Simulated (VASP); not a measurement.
# BN (P4_2/mnm) in VASP: a series of runs, part 2 of 2

VASP 6.6.1. Earlier steps stand in the parts before.

## 4. Single point, PBE

This run uses another cell than the first one, of 6.61 Å³/atom, 1.007 times its volume.

File INCAR:

```
SYSTEM = BN
PREC = Accurate ; ENCUT = 520
EDIFF = 1E-6 ; ISMEAR = 0
SIGMA = 0.05 ; LREAL = .False.
LASPH = .True. ; NELM = 80
ALGO = Normal ; ISIF = 2
LWAVE = .False. ; LCHARG = .False.
GGA = PE ; NBANDS = 26
```

File KPOINTS:

```
regular mesh
0
Gamma
  6 6 10
  0 0 0
```

File POSCAR:

```
BN
1.0
    4.5554000000      0.0000000000      0.0000000000
    0.0000000000      4.5554000000      0.0000000000
    0.0000000000      0.0000000000      2.5491935092
B N
4 4
Direct
    0.1742811368      0.8257188632      0.5000000000
    0.3257188632      0.3257188632      0.0000000000
    0.6742811368      0.6742811368      0.0000000000
    0.8257188632      0.1742811368      0.5000000000
    0.8126115048      0.8126115048      0.5000000000
    0.3126115048      0.6873884952      0.0000000000
    0.6873884952      0.3126115048      0.0000000000
    0.1873884952      0.1873884952      0.5000000000
```

Potentials or basis: VASP PAW PBE potentials, release 64 (B, N).

On the command line:

```sh
$ cat potpaw_PBE.64/B/POTCAR potpaw_PBE.64/N/POTCAR > POTCAR
$ mpirun -np 1 vasp_std > vasp.out
```

OUTCAR:

```text
SYSTEM = BN
   PREC = Accurate
   ENCUT = 520
   EDIFF = 1E-6
   ISMEAR = 0
   LREAL = .False.
   LASPH = .True.
   NELM = 80
   ISIF = 2
   GGA = PE

 ion  position               nearest neighbor table
   1  0.174  0.826  0.500-   6 1.56   6 1.56   8 1.65   5 1.65
   2  0.326  0.326  0.000-   8 1.56   8 1.56   6 1.65   7 1.65
   3  0.674  0.674  0.000-   5 1.56   5 1.56   7 1.65   6 1.65
   4  0.826  0.174  0.500-   7 1.56   7 1.56   8 1.65   5 1.65
   5  0.813  0.813  0.500-   3 1.56   3 1.56   4 1.65   1 1.65
   6  0.313  0.687  0.000-   1 1.56   1 1.56   3 1.65   2 1.65
   7  0.687  0.313  0.000-   4 1.56   4 1.56   2 1.65   3 1.65
   8  0.187  0.187  0.500-   2 1.56   2 1.56   4 1.65   1 1.65

  LATTYP: Found a simple tetragonal cell.
 ALAT       =     4.5554000000
 C/A-ratio  =     0.5595981712

  Lattice vectors:

 A1 = (   4.5554000000,   0.0000000000,   0.0000000000)
 A2 = (   0.0000000000,   4.5554000000,   0.0000000000)
 A3 = (   0.0000000000,   0.0000000000,   2.5491935092)

Analysis of symmetry for initial positions (statically):
=====================================================================
 Subroutine PRICEL returns:
 Original cell was already a primitive cell.

 Routine SETGRP: Setting up the symmetry group for a
 simple tetragonal supercell.

 Subroutine GETGRP returns: Found 16 space group operations
 (whereof  8 operations were pure point group operations)
 out of a pool of 16 trial point group operations.

The static configuration has the point symmetry D_2h.
 The point group associated with its full space group is D_4h.

Analysis of symmetry for dynamics (positions and initial velocities):
=====================================================================
 Subroutine PRICEL returns:
 Original cell was already a primitive cell.

 Routine SETGRP: Setting up the symmetry group for a
 simple tetragonal supercell.
[... 135 lines left out ...]
   IALGO  =     38    algorithm
   IMIX   =      4    mixing-type and parameters
     AMIX     =   0.40;   BMIX     =  1.00
     AMIX_MAG =   1.60;   BMIX_MAG =  1.00
  volume/ion in A,a.u.               =       6.61        44.62
  Fermi-wavevector in a.u.,A,eV,Ry     =   1.384542  2.616405 26.081786  1.916957
  Thomas-Fermi vector in A             =   2.509037
   LORBIT       =      0    0 simple, 1 ext, 2 COOP (PROOUT), +10 PAW based schemes
   GGA     = PE    functional components
   LHFCALC =     F    Hartree Fock is set to
   AEXX    =    0.0000 exact exchange contribution
   IVDW    =     0    specifies the selected vdW correction
   LEPSILON=     F    determine dielectric tensor
   LRPA    =     F    only Hartree local field effects (RPA)
 non-spin polarized calculation
 Gauss-broadening in eV      SIGMA  =   0.05
  energy-cutoff  :      520.00
  volume of cell :       52.90
 maximum number of plane-waves:      1448
 NGX is ok and might be reduce to    36
   NGX = 17   NGY = 17   NGZ =  9

 number of electron      31.9999998 magnetization

 Free energy of the ion-electron system (eV)
  ---------------------------------------------------
  ext. energy  EPLUGINS =         0.00000000
  ---------------------------------------------------
  free energy    TOTEN  =       -68.75719199 eV

  energy without entropy =      -68.75719199  energy(sigma->0) =      -68.75719199

 E-fermi :   6.2437     XC(G=0): -12.1599

 val. band max:        6.0395744753   @ k =   0.0000   0.0000   0.0000
 cond. band min:      10.9210424732   @ k =   0.0000   0.0000   0.3000
 fundamental gap:      4.8814679979
 Fermi energy:         6.2436932732

 k-point     1 :       0.0000    0.0000    0.0000
  band No.  band energies     occupation
      1     -13.2425      2.00000
      2      -9.6791      2.00000
      3      -9.6791      2.00000
      4      -9.1936      2.00000
      5      -3.6387      2.00000
      6      -2.4156      2.00000
[... 685 lines left out ...]
     25      17.6327      0.00000
     26      17.6327      0.00000

 [... further k-points ...]
[... 5 lines left out ...]
  --------------------------------------------------------------------------------------
  -------------------------------------------------------------------------------------
  Total       -7.9403004     -7.9403004     -1.3683424      0.0000000      0.0000000      0.0000000
  in kB     -240.4870410   -240.4870410    -41.4428414      0.0000000      0.0000000      0.0000000
  external PRESSURE =    -174.1389745 kB  Pullay stress =       0.0000000 kB

 VOLUME and BASIS-vectors are now :
 -----------------------------------------------------------------------------
  energy-cutoff  :      520.00
  volume of cell :       52.90
      direct lattice vectors                 reciprocal lattice vectors
     4.555400000  0.000000000  0.000000000     0.219519691  0.000000000  0.000000000
     0.000000000  4.555400000  0.000000000     0.000000000  0.219519691  0.000000000
     0.000000000  0.000000000  2.549193509     0.000000000  0.000000000  0.392280930

 POSITION                                       TOTAL-FORCE (eV/Angst)
 -----------------------------------------------------------------------------------
      0.79392      3.76148      1.27460         0.040453     -0.040453      0.000000
      1.48378      1.48378      0.00000        -0.040453     -0.040453      0.000000
      3.07162      3.07162      0.00000         0.040453      0.040453      0.000000
      3.76148      0.79392      1.27460        -0.040453      0.040453      0.000000
      3.70177      3.70177      1.27460         0.190589      0.190589     -0.000000
      1.42407      3.13133      0.00000         0.190589     -0.190589      0.000000
      3.13133      1.42407      0.00000        -0.190589      0.190589     -0.000000
      0.85363      0.85363      1.27460        -0.190589     -0.190589      0.000000
 -----------------------------------------------------------------------------------
    total drift:                                0.000000      0.000000      0.000000

  FREE ENERGIE OF THE ION-ELECTRON SYSTEM (eV)
  ---------------------------------------------------
  free  energy   TOTEN  =       -68.7571919878 eV

  energy  without entropy=      -68.7571919877  energy(sigma->0) =      -68.75719199
```

stdout:

```text
POSCAR found type information on POSCAR B N
 POSCAR found :  2 types and       8 ions
 scaLAPACK will be used
 LDA part: xc-table for (Slater+PW92), standard interpolation
 POSCAR, INCAR and KPOINTS ok, starting setup
 FFT: planning ... GRIDC
 FFT: planning ... GRID_SOFT
 FFT: planning ... GRID
 WAVECAR not read
 entering main loop
```

Wall time 32 s (1 thread of Intel Xeon Platinum 8559C (Emerald Rapids), shared host); peak memory 0.2 GiB.

Results:

| Item | Value |
| --- | --- |
| Free energy | -68.7572 eV |
| Pressure | -17.4 GPa |
| Largest force | 0.270 eV/Å |
| Band gap on the k mesh | 4.88 eV, indirect (least direct gap 5.93 eV) |

Forces in eV/Å, atoms in the order of the input:
```
B    0.040 -0.040  0.000
B   -0.040 -0.040  0.000
B    0.040  0.040  0.000
B   -0.040  0.040  0.000
N    0.191  0.191  0.000
N    0.191 -0.191  0.000
N   -0.191  0.191  0.000
N   -0.191 -0.191  0.000
```

## 5. Single point, PBE

This run uses another cell than the first one, of 6.61 Å³/atom, 1.006 times its volume.

File INCAR:

```
SYSTEM = BN
ALGO = Normal
EDIFF = 1E-7
ENCUT = 520
GGA = PE
ISIF = 2
ISMEAR = 0
LASPH = .True.
LCHARG = .False.
LREAL = .False.
LWAVE = .False.
NBANDS = 26
NELM = 100
PREC = Accurate
SIGMA = 0.05
```

File KPOINTS:

```
k-points
0
Gamma
  6 6 10
  0 0 0
```

POSCAR: that of step 4 with these lines changed.

```diff
@@ -2,5 +2,5 @@
 1.0
-    4.5554000000      0.0000000000      0.0000000000
-    0.0000000000      4.5554000000      0.0000000000
-    0.0000000000      0.0000000000      2.5491935092
+    4.4226829661      0.0000000000      0.0000000000
+    0.0000000000      4.4226829661      0.0000000000
+    0.0000000000      0.0000000000      2.7021000000
 B N
```

On the command line:

```sh
$ cat potpaw_PBE.64/B/POTCAR potpaw_PBE.64/N/POTCAR > POTCAR
$ mpirun -np 1 vasp_std > vasp.out
```

Run time: 34 s. Hardware: 1 thread of Intel Xeon Platinum 8559C (Emerald Rapids), shared host; peak memory 0.19 GiB.

Results (log left out):

```
Free energy            : -68.5248 eV
Pressure               : -18.6 GPa
Largest force          : 0.281 eV/Å
Band gap on the k mesh : 4.77 eV, indirect (least direct gap 5.33 eV)
```

Forces on the atoms (eV/Å):
```
B    0.010 -0.010  0.000
B   -0.010 -0.010  0.000
B    0.010  0.010  0.000
B   -0.010  0.010  0.000
N   -0.199 -0.199  0.000
N   -0.199  0.199  0.000
N    0.199 -0.199  0.000
N    0.199  0.199  0.000
```

Stress tensor (GPa, compression positive):
```
 -4.30   0.00   0.00
  0.00  -4.30   0.00
  0.00   0.00 -47.33
```

Levels at points of the mesh, in eV from the valence-band top:
| k point | band 14 | band 15 | band 16 | band 17 | band 18 | band 19 |
| --- | --- | --- | --- | --- | --- | --- |
| (0.00, 0.00, 0.00) | -0.59 | 0.00 | 0.00 | 5.33 | 6.45 | 8.13 |
| (0.50, 0.00, 0.00) | -1.71 | -1.33 | -1.33 | 6.47 | 6.47 | 7.87 |
| (0.50, 0.50, 0.00) | -2.82 | -2.19 | -2.19 | 6.87 | 6.87 | 7.19 |
| (0.00, 0.00, 0.50) | -3.90 | -3.34 | -3.34 | 6.38 | 6.38 | 10.10 |
| (0.50, 0.00, 0.50) | -3.59 | -1.91 | -1.91 | 6.70 | 6.70 | 8.70 |
| (0.50, 0.50, 0.50) | -3.04 | -2.32 | -2.32 | 6.09 | 6.09 | 6.90 |

A k mesh can miss the band edges. Expect the measured gap to be larger: semilocal functionals such as PBE lack the derivative discontinuity.

## 6. Single point, PBE

This run uses another cell than the first one, of 5.68 Å³/atom, 0.865 times its volume.

File INCAR:

```
SYSTEM = BN
  PREC = Accurate
  ENCUT = 520
  EDIFF = 1E-6
  ISMEAR = 0
  SIGMA = 0.05
  LREAL = .FALSE.
  LASPH = .TRUE.
  NELM = 80
  ALGO = Normal
  ISIF = 2
  LWAVE = .FALSE.
  LCHARG = .FALSE.
  GGA = PE
  NBANDS = 26
```

File KPOINTS:

```
Automatic mesh
0
G
  6 6 10
  0 0 0
```

POSCAR: that of step 5 with these lines changed.

```diff
@@ -2,5 +2,5 @@
 1.0
-    4.4226829661      0.0000000000      0.0000000000
-    0.0000000000      4.4226829661      0.0000000000
-    0.0000000000      0.0000000000      2.7021000000
+    4.3563000000      0.0000000000      0.0000000000
+    0.0000000000      4.3563000000      0.0000000000
+    0.0000000000      0.0000000000      2.3962000000
 B N
```

Potentials or basis: VASP PAW PBE potentials, release 64 (B, N).

On the command line:

```sh
$ cat potpaw_PBE.64/B/POTCAR potpaw_PBE.64/N/POTCAR > POTCAR
$ mpirun -np 1 vasp_std > vasp.out
```

OUTCAR:

```text
SYSTEM = BN
   PREC = Accurate
   ENCUT = 520
   EDIFF = 1E-6
   ISMEAR = 0
   LREAL = .FALSE.
   LASPH = .TRUE.
   NELM = 80
   ISIF = 2
   GGA = PE

 ion  position               nearest neighbor table
   1  0.174  0.826  0.500-   6 1.47   6 1.47   8 1.58   5 1.58   4 2.15
   2  0.326  0.326  0.000-   8 1.47   8 1.47   6 1.58   7 1.58   3 2.15
   3  0.674  0.674  0.000-   5 1.47   5 1.47   7 1.58   6 1.58   2 2.15
   4  0.826  0.174  0.500-   7 1.47   7 1.47   8 1.58   5 1.58   1 2.15
   5  0.813  0.813  0.500-   3 1.47   3 1.47   4 1.58   1 1.58
   6  0.313  0.687  0.000-   1 1.47   1 1.47   3 1.58   2 1.58
   7  0.687  0.313  0.000-   4 1.47   4 1.47   2 1.58   3 1.58
[... 912 lines left out ...]
  in kB      234.9094600    234.9094600    781.6986655     -0.0000000      0.0000000      0.0000000
  external PRESSURE =     417.1725285 kB  Pullay stress =       0.0000000 kB

 VOLUME and BASIS-vectors are now :
 -----------------------------------------------------------------------------
  energy-cutoff  :      520.00
  volume of cell :       45.47
      direct lattice vectors                 reciprocal lattice vectors
     4.356300000  0.000000000  0.000000000     0.229552602  0.000000000  0.000000000
     0.000000000  4.356300000  0.000000000     0.000000000  0.229552602  0.000000000
     0.000000000  0.000000000  2.396200000     0.000000000  0.000000000  0.417327435

 POSITION                                       TOTAL-FORCE (eV/Angst)
 -----------------------------------------------------------------------------------
      0.75922      3.59708      1.19810        -0.297540      0.297540      0.000000
      1.41893      1.41893      0.00000         0.297540      0.297540      0.000000
      2.93737      2.93737      0.00000        -0.297540     -0.297540      0.000000
      3.59708      0.75922      1.19810         0.297540     -0.297540      0.000000
      3.53998      3.53998      1.19810         0.333546      0.333546     -0.000000
      1.36183      2.99447      0.00000         0.333546     -0.333546      0.000000
      2.99447      1.36183      0.00000        -0.333546      0.333546     -0.000000
      0.81632      0.81632      1.19810        -0.333546     -0.333546      0.000000
 -----------------------------------------------------------------------------------
    total drift:                               -0.000000     -0.000000     -0.000000

  FREE ENERGIE OF THE ION-ELECTRON SYSTEM (eV)
  ---------------------------------------------------
  free  energy   TOTEN  =       -68.2169826059 eV

  energy  without entropy=      -68.2169826059  energy(sigma->0) =      -68.21698261
```

OSZICAR:

```text
N       E                     dE             d eps       ncg     rms          rms(c)
DAV:   1     0.115710158994E+03    0.11571E+03   -0.17002E+04  3120   0.121E+03
DAV:   2    -0.666562105037E+02   -0.18237E+03   -0.17171E+03  4164   0.289E+02
DAV:   3    -0.731645447454E+02   -0.65083E+01   -0.64737E+01  4264   0.512E+01
DAV:   4    -0.732044807905E+02   -0.39936E-01   -0.39903E-01  3838   0.430E+00
DAV:   5    -0.732048598164E+02   -0.37903E-03   -0.37888E-03  4214   0.401E-01    0.148E+01
DAV:   6    -0.687274472141E+02    0.44774E+01   -0.91649E+00  3838   0.181E+01    0.705E+00
DAV:   7    -0.682924057043E+02    0.43504E+00   -0.87870E-01  3850   0.583E+00    0.419E+00
DAV:   8    -0.682193623712E+02    0.73043E-01   -0.18030E-01  3582   0.272E+00    0.408E-01
DAV:   9    -0.682162997791E+02    0.30626E-02   -0.95737E-03  3920   0.712E-01    0.226E-01
DAV:  10    -0.682169612529E+02   -0.66147E-03   -0.10739E-03  3728   0.214E-01    0.447E-02
DAV:  11    -0.682169742998E+02   -0.13047E-04   -0.13218E-04  3934   0.732E-02    0.192E-02
DAV:  12    -0.682169823769E+02   -0.80771E-05   -0.13046E-05  3758   0.267E-02    0.406E-03
DAV:  13    -0.682169826059E+02   -0.22901E-06   -0.23172E-07  2500   0.335E-03
   1 F= -.68216983E+02 E0= -.68216983E+02  d E =-.183152E-15
```

stdout:

```text
POSCAR found type information on POSCAR B N
 POSCAR found :  2 types and       8 ions
 scaLAPACK will be used
 LDA part: xc-table for (Slater+PW92), standard interpolation
 POSCAR, INCAR and KPOINTS ok, starting setup
 FFT: planning ... GRIDC
 FFT: planning ... GRID_SOFT
 FFT: planning ... GRID
 WAVECAR not read
 entering main loop
```

Run time: 69 s. Hardware: 1 thread of Intel Xeon 8259CL, shared host; peak memory 0.18 GiB.

What came out:

```yaml
Free_energy: -68.2170 eV
Pressure: 41.7 GPa
Largest_force: 0.472 eV/Å
Band_gap_on_the_k_mesh: 4.78 eV, indirect (least direct gap 6.06 eV)
```

Forces on the atoms (eV/Å):
```
B   -0.298  0.298  0.000
B    0.298  0.298  0.000
B   -0.298 -0.298  0.000
B    0.298 -0.298  0.000
N    0.334  0.334  0.000
N    0.334 -0.334  0.000
N   -0.334  0.334  0.000
N   -0.334 -0.334  0.000
```

A k mesh can miss the band edges.

## 7. The runs side by side

```tsv
cell	gap on the mesh (eV)	pressure (GPa)	largest force (eV/Å)
a = 4.290, b = 4.290, c = 2.855 Å, 8 atoms	3.50	-13.7	1.13
a = 4.356, b = 4.356, c = 2.779 Å, 8 atoms	4.35	-16.9	0.66
a = 4.555, b = 4.555, c = 2.549 Å, 8 atoms	4.88	-17.4	0.27
a = 4.423, b = 4.423, c = 2.702 Å, 8 atoms	4.77	-18.6	0.28
a = 4.356, b = 4.356, c = 2.396 Å, 8 atoms	4.78	41.7	0.47
```

Alike in all rows: task single point; level PBE; potentials or basis VASP PAW PBE potentials, release 64 (B, N); no spin polarisation; k mesh 6 × 6 × 10; cutoff (eV) 520; smearing gaussian 0.05 eV.

Caveats: forces of over 1 eV/Å act on the atoms, so gaps and moduli don't describe the material at rest (some runs).

Absolute energies hang on the potentials; compare differences alone.
